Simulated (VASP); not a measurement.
# GaAs (I-4m2) in VASP: single point with HSE06

Aim: the single point of GaAs with HSE06.

Program: VASP 6.6.1. These are calculated values, not measurements. Logs are shortened: lines on timing, memory, paths and dates and some standing lists are left out, and cuts for length are marked.

### 1 The cell of the first run

The structure is tetragonal, space group I-4m2 (No. 119). The conventional cell has a = 3.846 Å, b = 3.846 Å, c = 5.856 Å, α = 90.00°, β = 90.00°, γ = 90.00°. Within 3.2 Å of Ga (site symmetry -4m2) lie 4 As at 2.42 Å. As (site symmetry -4m2) has 4 Ga at 2.42 Å within 3.2 Å.

### 2 Single point, HSE06 (epitaxial xy strain -4.0%)

Input file POSCAR:

```
GaAs
1.0
    0.0000000000      2.7197616916      2.9278579823
    2.7197616916      0.0000000000      2.9278579823
    2.7197616916      2.7197616916      0.0000000000
Ga As
1 1
Direct
    0.0000000000      0.0000000000      0.0000000000
    0.2500000000      0.2500000000      0.2500000000
```

Input file INCAR.step1:

```
SYSTEM = GaAs
ALGO = Normal
EDIFF = 1E-5
ENCUT = 520
GGA = PE
ISIF = 2
ISMEAR = 0
LASPH = .True.
LREAL = .False.
LWAVE = .True.
NBANDS = 16
NELM = 100
PREC = Accurate
SIGMA = 0.01
```

Input file INCAR.step2:

```
SYSTEM = GaAs
ALGO = Normal
EDIFF = 1E-6
ENCUT = 520
GGA = PE
HFSCREEN = 0.2079
ISIF = 2
ISMEAR = 0
ISTART = 1
LASPH = .True.
LCHARG = .True.
LELF = .True.
LHFCALC = .True.
LREAL = .False.
LVHAR = .True.
LWAVE = .False.
NBANDS = 16
NELM = 100
PREC = Accurate
PRECFOCK = Normal
SIGMA = 0.01
```

Input file KPOINTS:

```
k-points
0
Gamma
  6 6 6
  0 0 0
```

Potentials or basis: VASP PAW PBE potentials, release 64 (Ga_d, As).

Command:

```console
$ cat potpaw_PBE.64/Ga_d/POTCAR potpaw_PBE.64/As/POTCAR > POTCAR
$ cp INCAR.step1 INCAR
$ mpirun -np 1 vasp_std > vasp.out
$ cp INCAR.step2 INCAR
$ mpirun -np 1 vasp_std > vasp.out
```

OUTCAR:

```text
SYSTEM = GaAs
   EDIFF = 1E-6
   ENCUT = 520
   GGA = PE
   HFSCREEN = 0.2079
   ISIF = 2
   ISMEAR = 0
   ISTART = 1
   LASPH = .True.
   LHFCALC = .True.
   LREAL = .False.
   NELM = 100
   PREC = Accurate
   PRECFOCK = Normal

 ion  position               nearest neighbor table
   1  0.000  0.000  0.000-   2 2.42   2 2.42   2 2.42   2 2.42
   2  0.250  0.250  0.250-   1 2.42   1 2.42   1 2.42   1 2.42

  LATTYP: Found a body centered tetragonal cell.
 ALAT       =     3.8463238707
 C/A-ratio  =     1.5224188502

  Lattice vectors:

 A1 = (  -2.7197616916,   0.0000000000,   2.9278579823)
 A2 = (   2.7197616916,   0.0000000000,   2.9278579823)
 A3 = (   0.0000000000,   2.7197616916,  -2.9278579823)

Analysis of symmetry for initial positions (statically):
=====================================================================
 Subroutine PRICEL returns:
 Original cell was already a primitive cell.

 Routine SETGRP: Setting up the symmetry group for a
 body centered tetragonal supercell.

 Subroutine GETGRP returns: Found  8 space group operations
 (whereof  8 operations were pure point group operations)
 out of a pool of 16 trial point group operations.

The static configuration has the point symmetry D_2d.

Analysis of symmetry for dynamics (positions and initial velocities):
=====================================================================
 Subroutine PRICEL returns:
 Original cell was already a primitive cell.

 Routine SETGRP: Setting up the symmetry group for a
 body centered tetragonal supercell.

 Subroutine GETGRP returns: Found  8 space group operations
 (whereof  8 operations were pure point group operations)
 out of a pool of 16 trial point group operations.

The dynamic configuration has the point symmetry D_2d.

 Subroutine INISYM returns: Found  8 space group operations
 (whereof  8 operations are pure point group operations),
 and found     1 'primitive' translations

----------------------------------------------------------------------------------------

                                     Primitive cell

  volume of cell :      43.3153

  direct lattice vectors                    reciprocal lattice vectors
     0.000000000  2.719761692  2.927857982    -0.183839636  0.183839636  0.170773310
     2.719761692  0.000000000  2.927857982     0.183839636 -0.183839636  0.170773310
     2.719761692  2.719761692  0.000000000     0.183839636  0.183839636 -0.170773310

  length of vectors
     3.996180179  3.996180179  3.846323871     0.311058752  0.311058752  0.311058752

  position of ions in fractional coordinates (direct lattice)
     0.000000000  0.000000000  0.000000000
     0.250000000  0.250000000  0.250000000

  ion indices of the primitive-cell ions
   primitive index   ion index
                 1           1
                 2           2

----------------------------------------------------------------------------------------

 KPOINTS: k-points

Automatic generation of k-mesh.
 Grid dimensions read from file:
 generate k-points for:    6    6    6

 Generating k-lattice:

  Cartesian coordinates                     Fractional coordinates (reciprocal lattice)
    -0.030639939  0.030639939  0.028462218     0.166666667  0.000000000  0.000000000
     0.030639939 -0.030639939  0.028462218     0.000000000  0.166666667  0.000000000
     0.030639939  0.030639939 -0.028462218     0.000000000  0.000000000  0.166666667

  Length of vectors
     0.051843125  0.051843125  0.051843125

  Shift w.r.t. Gamma in fractional coordinates (k-lattice)
     0.000000000  0.000000000  0.000000000

 Subroutine IBZKPT returns following result:
 ===========================================

 Found     30 irreducible k-points:

 Following reciprocal coordinates:
            Coordinates               Weight
  0.000000  0.000000  0.000000      1.000000
  0.166667  0.000000  0.000000      8.000000
  0.333333  0.000000  0.000000      8.000000
  0.500000  0.000000  0.000000      4.000000
  0.166667  0.166667  0.000000      2.000000
  0.333333  0.166667  0.000000      8.000000
[... 16 lines left out ...]
  0.333333  0.000000  0.333333      4.000000
  0.500000  0.000000  0.333333     16.000000
 [... further k-points ...]
   k-points           NKPTS =     30   k-points in BZ     NKDIM =    216   number of bands    NBANDS=     16
   number of dos      NEDOS =    301   number of ions     NIONS =      2
   total plane-waves  NPLWV =  27000
   dimension x,y,z NGX =    30 NGY =   30 NGZ =   30
   dimension x,y,z NGXF=    60 NGYF=   60 NGZF=   60
   ions per type =               1   1
   NGX,Y,Z   is equivalent  to a cutoff of  12.48, 12.48, 12.97 a.u.
   NGXF,Y,Z  is equivalent  to a cutoff of  24.96, 24.96, 25.93 a.u.
 SYSTEM =  GaAs
   PREC   = accura    normal or accurate (medium, high low for compatibility)
   ISTART =      1    job   : 0-new  1-cont  2-samecut
   ICHARG =      0    charge: 1-file 2-atom 10-const
   ISPIN  =      1    spin polarized calculation?
   LNONCOLLINEAR =      F non collinear calculations
   LSORBIT =      F    spin-orbit coupling
   LASPH  =      T    aspherical Exc in radial PAW
   ENCUT  =  520.0 eV  38.22 Ry    6.18 a.u.   7.43  7.43  7.15*2*pi/ulx,y,z
   NELM   =    100;   NELMIN=  2; NELMDL=  0     # of ELM steps
   EDIFF  = 0.1E-05   stopping-criterion for ELM
   LREAL  =      F    real-space projection
   EDIFFG = 0.1E-04   stopping-criterion for IOM
   NSW    =      0    number of steps for IOM
   IBRION =     -1    ionic relax: 0-MD 1-quasi-New 2-CG
   NFREE  =      0    steps in history (QN), initial steepest desc. (CG)
   ISIF   =      2    stress and relaxation
   ISYM   =      3    0-nonsym 1-usesym 2-fastsym
   POTIM  = 0.5000    time-step for ionic-motion
   TEBEG  =    0.0;   TEEND  =   0.0 temperature during run
   PSTRESS=    0.0 pullay stress
   NELECT =      18.0000    total number of electrons
   NUPDOWN=      -1.0000    fix difference up-down
   EMIN   =  10.00;   EMAX   =-10.00  energy-range for DOS
   EFERMI =   0.00;   METHOD = LEGACY
   ISMEAR =     0;   SIGMA  =   0.01  broadening in eV -4-tet -1-fermi 0-gaus
   EFERMI_NEDOS =   21; number of points for ismear=-14 and -15
   IALGO  =     38    algorithm
   IMIX   =      1    mixing-type and parameters
     AMIX     =   0.40;   BMIX     =  1.00
     AMIX_MAG =   1.60;   BMIX_MAG =  1.00
  volume/ion in A,a.u.               =      21.66       146.15
  Fermi-wavevector in a.u.,A,eV,Ry     =   1.221664  2.308610 20.306190  1.492463
  Thomas-Fermi vector in A             =   2.356838
   LORBIT       =      0    0 simple, 1 ext, 2 COOP (PROOUT), +10 PAW based schemes
   GGA     = PE    functional components
   LHFCALC =     T    Hartree Fock is set to
   PRECFOCK=normal    Normal, Fast or Accurate (Low or Medium for compatibility)
   ENCUT4O =  -1.0   cutoff for four orbital integrals eV
   NKREDX  =     1    reduce k-point grid by
   NKREDY  =     1    reduce k-point grid by
   NKREDZ  =     1    reduce k-point grid by
   AEXX    =    0.2500 exact exchange contribution
   HFSCREEN=    0.2079 screening length (either q_TF or 0.3 A-1)
   HFSCREENC=   0.2079 screening length for correlation (either q_TF or 0.3 A-1)
   ENCUTFOCK=  -1.0 apply spherical cutoff to Coloumb kernel
   IVDW    =     0    specifies the selected vdW correction
   LEPSILON=     F    determine dielectric tensor
   LRPA    =     F    only Hartree local field effects (RPA)
 non-spin polarized calculation
 Gauss-broadening in eV      SIGMA  =   0.01
  energy-cutoff  :      520.00
  volume of cell :       43.32
 maximum number of plane-waves:      1177
 NGX is ok and might be reduce to    30
  NGX = 24; NGY = 24; NGZ = 24

 number of electron      18.0000011 magnetization

 Free energy of the ion-electron system (eV)
  ---------------------------------------------------
  ext. energy  EPLUGINS =         0.00000000
  ---------------------------------------------------
  free energy    TOTEN  =        -9.77813210 eV

  energy without entropy =       -9.77813210  energy(sigma->0) =       -9.77813210

 E-fermi :   4.1589     XC(G=0):  -8.1203

 val. band max:        4.0802063131   @ k =   0.0000   0.0000   0.0000
 cond. band min:       5.6370666189   @ k =   0.0000   0.0000   0.0000
 fundamental gap:      1.5568603058
 Fermi energy:         4.1588850840

 k-point     1 :       0.0000    0.0000    0.0000
  band No.  band energies     occupation
      1     -13.5410      2.00000
      2     -13.5216      2.00000
      3     -13.5216      2.00000
      4     -13.4450      2.00000
      5     -13.4326      2.00000
      6     -10.3717      2.00000
[... 8 lines left out ...]
     15      14.2237      0.00000
     16      15.4365      0.00000

 k-point     2 :       0.1667    0.0000    0.0000
  band No.  band energies     occupation
      1     -13.5474      2.00000
      2     -13.5256      2.00000
      3     -13.5157      2.00000
      4     -13.4462      2.00000
      5     -13.4316      2.00000
      6     -10.0072      2.00000
[... 8 lines left out ...]
     15      14.2112      0.00000
     16      14.4003      0.00000

 k-point     3 :       0.3333    0.0000    0.0000
  band No.  band energies     occupation
      1     -13.5763      2.00000
      2     -13.5174      2.00000
      3     -13.5056      2.00000
      4     -13.4468      2.00000
      5     -13.4277      2.00000
      6      -9.0477      2.00000
[... 8 lines left out ...]
     15      14.6459      0.00000
     16      15.0067      0.00000

 k-point     4 :       0.5000    0.0000    0.0000
  band No.  band energies     occupation
      1     -13.5910      2.00000
      2     -13.5133      2.00000
      3     -13.5017      2.00000
      4     -13.4458      2.00000
      5     -13.4246      2.00000
      6      -8.3119      2.00000
[... 8 lines left out ...]
     15      16.8418      0.00000
     16      17.3318      0.00000
[... 324 lines left out ...]
 k-point    22 :      -0.3333    0.5000    0.1667
  band No.  band energies     occupation
      1     -13.6135      2.00000
      2     -13.4896      2.00000
      3     -13.4786      2.00000
      4     -13.4455      2.00000
      5     -13.4387      2.00000
      6      -7.5171      2.00000
[... 8 lines left out ...]
     15      17.3609      0.00000
     16      18.5656      0.00000

 k-point    23 :       0.3333    0.0000    0.3333
  band No.  band energies     occupation
      1     -13.6011      2.00000
      2     -13.4957      2.00000
      3     -13.4897      2.00000
      4     -13.4648      2.00000
      5     -13.4224      2.00000
      6      -8.4981      2.00000
[... 8 lines left out ...]
     15      16.7161      0.00000
     16      18.9537      0.00000

 k-point    24 :       0.5000    0.0000    0.3333
  band No.  band energies     occupation
      1     -13.6122      2.00000
      2     -13.4895      2.00000
      3     -13.4854      2.00000
      4     -13.4653      2.00000
      5     -13.4216      2.00000
      6      -7.6654      2.00000
[... 8 lines left out ...]
     15      17.4086      0.00000
     16      18.5977      0.00000

 [... further k-points ...]

------------------------ aborting loop because EDIFF is reached ----------------------------------------

  FORCE on cell =-STRESS in cart. coord.  units (eV):
  Direction    XX          YY          ZZ          XY          YZ          ZX
  --------------------------------------------------------------------------------------
  -------------------------------------------------------------------------------------
  Total        1.7239825      1.7239825      0.1509681      0.0000000      0.0000000      0.0000000
  in kB       63.7678417     63.7678417      5.5841116      0.0000000      0.0000000      0.0000000
  external PRESSURE =      44.3732650 kB  Pullay stress =       0.0000000 kB

 VOLUME and BASIS-vectors are now :
 -----------------------------------------------------------------------------
  energy-cutoff  :      520.00
  volume of cell :       43.32
      direct lattice vectors                 reciprocal lattice vectors
     0.000000000  2.719761692  2.927857982    -0.183839636  0.183839636  0.170773310
     2.719761692  0.000000000  2.927857982     0.183839636 -0.183839636  0.170773310
     2.719761692  2.719761692  0.000000000     0.183839636  0.183839636 -0.170773310

 POSITION                                       TOTAL-FORCE (eV/Angst)
 -----------------------------------------------------------------------------------
      0.00000      0.00000      0.00000        -0.000000     -0.000000      0.000000
      1.35988      1.35988      1.46393         0.000000      0.000000      0.000000
 -----------------------------------------------------------------------------------
    total drift:                                0.000001      0.000001     -0.000006

  FREE ENERGIE OF THE ION-ELECTRON SYSTEM (eV)
  ---------------------------------------------------
  free  energy   TOTEN  =        -9.7781320969 eV

  energy  without entropy=       -9.7781320969  energy(sigma->0) =       -9.77813210
```

It took 2.4 h on 1 thread of Oxide Virtual Turin-like, shared host; peak memory 0.27 GiB.

Results:

```yaml
Free_energy: -9.7781 eV
Pressure: 4.4 GPa
Band_gap_on_the_k_mesh: 1.56 eV
```

Caveat: the cell differs from its parent crystal (epitaxial xy strain -4.0%); the stress differs along the axes, from 1 to 6 GPa; the PAW data sets were made with another functional, which shifts forces and pressure a little.
